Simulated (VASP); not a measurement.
# InTe2 (I4_1/amd) in VASP: single point with PBE

Aim: the single point of InTe2 with PBE.

Everything below comes from runs of VASP 6.6.1. Logs are shortened: lines on timing, memory, paths and dates and some standing lists are left out, and cuts for length are marked.

**1. The cell of the first run**

Symmetry: I4_1/amd, No. 141, tetragonal system. Conventional cell: a = 6.105 Å, b = 6.105 Å, c = 9.885 Å, α = 90.00°, β = 90.00°, γ = 90.00°. Within 4.1 Å of In (site symmetry -4m2) lie 6 Te at 3.13 to 3.18 Å and 4 In at 3.93 Å. Within 4.1 Å of Te (site symmetry 2mm) lie 3 In at 3.13 to 3.18 Å and 7 Te at 3.23 to 3.93 Å.

**2. Single point, PBE**

INCAR reads:

```
PREC = Accurate ; ENCUT = 520
EDIFF = 1E-6 ; ISMEAR = 0
SIGMA = 0.1 ; LREAL = F
LASPH = T ; NELM = 80
ALGO = Normal ; ISIF = 2
LWAVE = F ; LCHARG = T
GGA = PE ; LELF = T
LVHAR = T ; NBANDS = 34
```

KPOINTS reads:

```
regular mesh
0
Gamma
  8 8 8
```

POSCAR reads:

```
InTe2
1.0
   -3.0523290065      3.0523290065      4.9426721730
    3.0523290065     -3.0523290065      4.9426721730
    3.0523290065      3.0523290065     -4.9426721730
In Te
2 4
Direct
    0.0000000000      0.0000000000      0.0000000000
    0.7500000000      0.2500000000      0.5000000000
    0.3220557560      0.3220557560      0.0000000000
    0.0720557560      0.5720557560      0.5000000000
    0.4279442440      0.9279442440      0.5000000000
    0.6779442440      0.6779442440      0.0000000000
```

Potentials or basis: VASP PAW PBE potentials, release 64 (In_d, Te).

On the command line:

```bash
> cat potpaw_PBE.64/In_d/POTCAR potpaw_PBE.64/Te/POTCAR > POTCAR
> mpirun -np 1 vasp_std > vasp.out
```

OUTCAR:

```text
PREC = Accurate
   ENCUT = 520
   EDIFF = 1E-6
   ISMEAR = 0
   LREAL = F
   LASPH = T
   NELM = 80
   ISIF = 2
   GGA = PE

 ion  position               nearest neighbor table
   1  0.000  0.000  0.000-   5 3.13   4 3.13   4 3.13   5 3.13   3 3.18   6 3.18   2 3.93   2 3.93
                             2 3.93   2 3.93
   2  0.750  0.250  0.500-   6 3.13   3 3.13   3 3.13   6 3.13   5 3.18   4 3.18   1 3.93   1 3.93
                             1 3.93   1 3.93
   3  0.322  0.322  0.000-   2 3.13   2 3.13   1 3.18   5 3.23   5 3.23   6 3.52
   4  0.072  0.572  0.500-   1 3.13   1 3.13   2 3.18   6 3.23   6 3.23   5 3.52
   5  0.428  0.928  0.500-   1 3.13   1 3.13   2 3.18   3 3.23   3 3.23   4 3.52
   6  0.678  0.678  0.000-   2 3.13   2 3.13   1 3.18   4 3.23   4 3.23   3 3.52

  LATTYP: Found a body centered tetragonal cell.
 ALAT       =     6.1046580130
 C/A-ratio  =     1.6193117329

  Lattice vectors:

 A1 = (  -3.0523290065,   3.0523290065,   4.9426721730)
 A2 = (   3.0523290065,  -3.0523290065,   4.9426721730)
 A3 = (   3.0523290065,   3.0523290065,  -4.9426721730)

Analysis of symmetry for initial positions (statically):
=====================================================================
 Subroutine PRICEL returns:
 Original cell was already a primitive cell.

 Routine SETGRP: Setting up the symmetry group for a
 body centered tetragonal supercell.

 Subroutine GETGRP returns: Found 16 space group operations
 (whereof  8 operations were pure point group operations)
 out of a pool of 16 trial point group operations.

The static configuration has the point symmetry D_2d.
 The point group associated with its full space group is D_4h.

Analysis of symmetry for dynamics (positions and initial velocities):
=====================================================================
 Subroutine PRICEL returns:
 Original cell was already a primitive cell.

 Routine SETGRP: Setting up the symmetry group for a
 body centered tetragonal supercell.

 Subroutine GETGRP returns: Found 16 space group operations
 (whereof  8 operations were pure point group operations)
 out of a pool of 16 trial point group operations.

The dynamic configuration has the point symmetry D_2d.
 The point group associated with its full space group is D_4h.

 Subroutine INISYM returns: Found 16 space group operations
 (whereof  8 operations are pure point group operations),
 and found     1 'primitive' translations

----------------------------------------------------------------------------------------

                                     Primitive cell

  volume of cell :     184.1978

  direct lattice vectors                    reciprocal lattice vectors
    -3.052329006  3.052329006  4.942672173     0.000000000  0.163809340  0.101159855
     3.052329006 -3.052329006  4.942672173     0.163809340  0.000000000  0.101159855
     3.052329006  3.052329006 -4.942672173     0.163809340  0.163809340  0.000000000

  length of vectors
     6.562273458  6.562273458  6.562273458     0.192527443  0.192527443  0.231661390

  position of ions in fractional coordinates (direct lattice)
     0.000000000  0.000000000  0.000000000
     0.750000000  0.250000000  0.500000000
     0.322055756  0.322055756  0.000000000
     0.072055756  0.572055756  0.500000000
     0.427944244  0.927944244  0.500000000
     0.677944244  0.677944244  0.000000000

  ion indices of the primitive-cell ions
   primitive index   ion index
                 1           1
                 2           2
                 3           3
                 4           4
                 5           5
                 6           6

----------------------------------------------------------------------------------------

 KPOINTS: regular mesh

Automatic generation of k-mesh.
 Grid dimensions read from file:
 generate k-points for:    8    8    8

 Generating k-lattice:

  Cartesian coordinates                     Fractional coordinates (reciprocal lattice)
     0.000000000  0.020476167  0.012644982     0.125000000 -0.000000000  0.000000000
     0.020476167  0.000000000  0.012644982    -0.000000000  0.125000000  0.000000000
     0.020476167  0.020476167  0.000000000     0.000000000  0.000000000  0.125000000

  Length of vectors
     0.024065930  0.024065930  0.028957674

  Shift w.r.t. Gamma in fractional coordinates (k-lattice)
     0.000000000  0.000000000  0.000000000

 Subroutine IBZKPT returns following result:
 ===========================================

 Found     59 irreducible k-points:

 Following reciprocal coordinates:
            Coordinates               Weight
  0.000000  0.000000  0.000000      1.000000
  0.125000  0.000000  0.000000      8.000000
  0.250000  0.000000  0.000000      8.000000
  0.375000 -0.000000  0.000000      8.000000
  0.500000  0.000000  0.000000      4.000000
  0.125000  0.125000  0.000000      8.000000
[... 16 lines left out ...]
  0.250000  0.125000  0.125000     16.000000
  0.375000  0.125000  0.125000      8.000000
 [... further k-points ...]
   k-points           NKPTS =     59   k-points in BZ     NKDIM =     59   number of bands    NBANDS=     34
   number of dos      NEDOS =    301   number of ions     NIONS =      6
   total plane-waves  NPLWV = 125000
   dimension x,y,z NGX =    50 NGY =   50 NGZ =   50
   dimension x,y,z NGXF=   100 NGYF=  100 NGZF=  100
   ions per type =               2   4
   NGX,Y,Z   is equivalent  to a cutoff of  12.67, 12.67, 12.67 a.u.
   NGXF,Y,Z  is equivalent  to a cutoff of  25.33, 25.33, 25.33 a.u.
 SYSTEM =  unknown system
   PREC   = accura    normal or accurate (medium, high low for compatibility)
   ISTART =      0    job   : 0-new  1-cont  2-samecut
   ICHARG =      2    charge: 1-file 2-atom 10-const
   ISPIN  =      1    spin polarized calculation?
   LNONCOLLINEAR =      F non collinear calculations
   LSORBIT =      F    spin-orbit coupling
   LASPH  =      T    aspherical Exc in radial PAW
   ENCUT  =  520.0 eV  38.22 Ry    6.18 a.u.  12.20 12.20 12.20*2*pi/ulx,y,z
   NELM   =     80;   NELMIN=  2; NELMDL= -5     # of ELM steps
   EDIFF  = 0.1E-05   stopping-criterion for ELM
   LREAL  =      F    real-space projection
   EDIFFG = 0.1E-04   stopping-criterion for IOM
   NSW    =      0    number of steps for IOM
   IBRION =     -1    ionic relax: 0-MD 1-quasi-New 2-CG
   NFREE  =      0    steps in history (QN), initial steepest desc. (CG)
   ISIF   =      2    stress and relaxation
   ISYM   =      2    0-nonsym 1-usesym 2-fastsym
   POTIM  = 0.5000    time-step for ionic-motion
   TEBEG  =    0.0;   TEEND  =   0.0 temperature during run
   PSTRESS=    0.0 pullay stress
   NELECT =      50.0000    total number of electrons
   NUPDOWN=      -1.0000    fix difference up-down
   EMIN   =  10.00;   EMAX   =-10.00  energy-range for DOS
   EFERMI =   0.00;   METHOD = LEGACY
   ISMEAR =     0;   SIGMA  =   0.10  broadening in eV -4-tet -1-fermi 0-gaus
   EFERMI_NEDOS =   21; number of points for ismear=-14 and -15
   IALGO  =     38    algorithm
   IMIX   =      4    mixing-type and parameters
     AMIX     =   0.40;   BMIX     =  1.00
     AMIX_MAG =   1.60;   BMIX_MAG =  1.00
  volume/ion in A,a.u.               =      30.70       207.17
  Fermi-wavevector in a.u.,A,eV,Ry     =   1.059994  2.003098 15.287328  1.123587
  Thomas-Fermi vector in A             =   2.195359
   LORBIT       =      0    0 simple, 1 ext, 2 COOP (PROOUT), +10 PAW based schemes
   GGA     = PE    functional components
   LHFCALC =     F    Hartree Fock is set to
   AEXX    =    0.0000 exact exchange contribution
   IVDW    =     0    specifies the selected vdW correction
   LEPSILON=     F    determine dielectric tensor
   LRPA    =     F    only Hartree local field effects (RPA)
 non-spin polarized calculation
 Gauss-broadening in eV      SIGMA  =   0.10
  energy-cutoff  :      520.00
  volume of cell :      184.20
 maximum number of plane-waves:      5002
 NGX is ok and might be reduce to    50
   NGX = 25   NGY = 25   NGZ = 25

 number of electron      49.9999988 magnetization

 Free energy of the ion-electron system (eV)
  ---------------------------------------------------
  ext. energy  EPLUGINS =         0.00000000
  ---------------------------------------------------
  free energy    TOTEN  =       -18.05103092 eV

  energy without entropy =      -18.03196765  energy(sigma->0) =      -18.04149929

 E-fermi :   6.4226     XC(G=0):  -9.5553

 val. band max:        6.4137565813   @ k =   0.3750   0.3750   0.1250
 cond. band min:       6.4229886643   @ k =  -0.1250   0.1250   0.0000
 fundamental gap:      0.0092320830
 Fermi energy:         6.4225572975

 k-point     1 :       0.0000    0.0000    0.0000
  band No.  band energies     occupation
      1      -8.0794      2.00000
      2      -8.0749      2.00000
      3      -8.0429      2.00000
      4      -8.0045      2.00000
      5      -8.0045      2.00000
      6      -7.9965      2.00000
[... 26 lines left out ...]
     33      12.2323      0.00000
     34      12.8711      0.00000

 k-point     2 :       0.1250    0.0000    0.0000
  band No.  band energies     occupation
      1      -8.0841      2.00000
      2      -8.0648      2.00000
      3      -8.0448      2.00000
      4      -8.0060      2.00000
      5      -8.0014      2.00000
      6      -7.9950      2.00000
[... 26 lines left out ...]
     33      12.1138      0.00000
     34      12.4894      0.00000

 k-point     3 :       0.2500    0.0000    0.0000
  band No.  band energies     occupation
      1      -8.0845      2.00000
      2      -8.0573      2.00000
      3      -8.0423      2.00000
      4      -8.0084      2.00000
      5      -7.9956      2.00000
      6      -7.9930      2.00000
[... 26 lines left out ...]
     33      11.2891      0.00000
     34      11.9857      0.00000
[... 704 lines left out ...]
 k-point    23 :       0.2500    0.1250    0.1250
  band No.  band energies     occupation
      1      -8.0668      2.00000
      2      -8.0519      2.00000
      3      -8.0337      2.00000
      4      -8.0025      2.00000
      5      -8.0002      2.00000
      6      -7.9910      2.00000
[... 26 lines left out ...]
     33      10.8474      0.00000
     34      11.2269      0.00000

 k-point    24 :       0.3750    0.1250    0.1250
  band No.  band energies     occupation
      1      -8.0642      2.00000
      2      -8.0529      2.00000
      3      -8.0291      2.00000
      4      -8.0034      2.00000
      5      -7.9997      2.00000
      6      -7.9936      2.00000
[... 26 lines left out ...]
     33      10.8180      0.00000
     34      10.8699      0.00000

 [... further k-points ...]

------------------------ aborting loop because EDIFF is reached ----------------------------------------

  FORCE on cell =-STRESS in cart. coord.  units (eV):
  Direction    XX          YY          ZZ          XY          YZ          ZX
  --------------------------------------------------------------------------------------
  -------------------------------------------------------------------------------------
  Total        0.0061149      0.0061149     -0.0631310      0.0000000      0.0000000      0.0000000
  in kB        0.0531883      0.0531883     -0.5491223      0.0000000      0.0000000      0.0000000
  external PRESSURE =      -0.1475819 kB  Pullay stress =       0.0000000 kB

 VOLUME and BASIS-vectors are now :
 -----------------------------------------------------------------------------
  energy-cutoff  :      520.00
  volume of cell :      184.20
      direct lattice vectors                 reciprocal lattice vectors
    -3.052329006  3.052329006  4.942672173     0.000000000  0.163809340  0.101159855
     3.052329006 -3.052329006  4.942672173     0.163809340  0.000000000  0.101159855
     3.052329006  3.052329006 -4.942672173     0.163809340  0.163809340  0.000000000

 POSITION                                       TOTAL-FORCE (eV/Angst)
 -----------------------------------------------------------------------------------
      0.00000      0.00000      0.00000        -0.000000     -0.000000     -0.000000
     -0.00000      3.05233      2.47134        -0.000000     -0.000000     -0.000000
      0.00000      0.00000      3.18363        -0.000000      0.000000      0.006781
      3.05233      0.00000      0.71230         0.000000     -0.000000      0.006781
      3.05233      0.00000      4.23038         0.000000     -0.000000     -0.006781
      0.00000      0.00000      6.70171        -0.000000      0.000000     -0.006781
 -----------------------------------------------------------------------------------
    total drift:                               -0.000000     -0.000000     -0.000000

  FREE ENERGIE OF THE ION-ELECTRON SYSTEM (eV)
  ---------------------------------------------------
  free  energy   TOTEN  =       -18.0510309247 eV

  energy  without entropy=      -18.0319676477  energy(sigma->0) =      -18.04149929
```

Run time: 13 min. Hardware: 1 thread of AMD EPYC 7R13, shared host; peak memory 0.51 GiB.

What came out:

```
Free energy            : -18.0510 eV
Pressure               : 0.0 GPa
Largest force          : 0.007 eV/Å
Band gap on the k mesh : zero (band 25 reaches 6.68 eV, above the bottom of band 26 at 5.25 eV)
```

Forces in eV/Å, atoms in the order of the input:
```
In   0.000  0.000  0.000
In   0.000  0.000  0.000
Te   0.000  0.000  0.007
Te   0.000  0.000  0.007
Te   0.000  0.000 -0.007
Te   0.000  0.000 -0.007
```

Levels at points of the mesh, in eV from the Fermi level:
| k point | band 23 | band 24 | band 25 | band 26 | band 27 | band 28 |
| --- | --- | --- | --- | --- | --- | --- |
| (0.00, 0.00, 0.00) | -2.73 | -2.73 | 0.23 | 0.54 | 1.75 | 1.75 |
| (0.50, 0.00, 0.00) | -1.47 | -0.31 | 0.02 | 0.95 | 1.14 | 1.22 |
| (0.50, 0.50, 0.00) | -0.30 | -0.30 | -0.15 | -0.15 | 1.20 | 1.20 |
| (0.50, 0.50, 0.50) | -1.47 | -1.47 | -1.17 | -1.17 | 1.18 | 1.18 |

Caveat: spin-orbit coupling is left out, which moves the levels of the heavy elements.
